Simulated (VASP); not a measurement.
Wanted: the native input for a VASP 6.6.1 run.

```yaml
Task: relaxation of shape and atoms at fixed volume
Functional: PBEsol
Potentials_or_basis: VASP PAW PBE potentials, release 64 (Cu, O)
Cutoff: 600 eV
k_mesh: 14 × 14 × 8
Occupations: gaussian, width 0.1 eV
Spin: no spin polarisation
Dipole_correction: no
Further_INCAR_settings: ALGO = Normal; EDIFF = 1e-07; IBRION = 2; EDIFFG = -0.01; NSW = 50; ISIF = 4
```

The structure of CuO lies in POSCAR:

```
CuO
1.0
    2.0627575005     -2.0706600700      0.0000000000
    2.0627575005      2.0706600700      0.0000000000
    0.0000000000      0.0000000000      5.1426865689
Cu O
2 2
Direct
    0.0000000000      0.5000000000      0.0000000000
    0.5000000000      0.0000000000      0.5000000000
    0.5000000000      0.5000000000      0.2500000000
    0.5000000000      0.5000000000      0.7500000000
```

One way to write it, as run:

INCAR

```
SYSTEM = CuO
PREC = Accurate ; ENCUT = 600
EDIFF = 1E-7 ; ISMEAR = 0
SIGMA = 0.1 ; LREAL = .FALSE.
LASPH = .TRUE. ; NELM = 80
ALGO = Normal ; ISIF = 4
LWAVE = .FALSE. ; LCHARG = .FALSE.
GGA = PS ; IBRION = 2
NSW = 50 ; EDIFFG = -0.01
```

KPOINTS

```
regular mesh
0
G
  14 14 8
  0 0 0
```

Potentials or basis: VASP PAW PBE potentials, release 64 (Cu, O).

Run with:

```console
$ cat potpaw_PBE.64/Cu/POTCAR potpaw_PBE.64/O/POTCAR > POTCAR
$ mpirun -np 1 vasp_std > vasp.out
```

Results of the run:

| Property | Result |
| --- | --- |
| Energy gained by relaxing | 0.3 meV/atom |
| Ionic steps | 3 |
| Pressure after relaxing | -3.7 GPa |
| Band gap on the k mesh | zero (bands 17 and 18 overlap by 1.22 eV) |

Caveat: the PAW data sets were made with another functional, which shifts forces and pressure a little; semilocal functionals often make such compounds metallic where correlation or magnetic order opens a gap, which also shifts bond lengths.

Run time: 7.7 min on 1 thread of Intel(R) Xeon(R) Platinum 8259CL CPU @ 2.50GHz (Skylake/Cascade Lake) (shared host), peak memory 0.39 GiB.
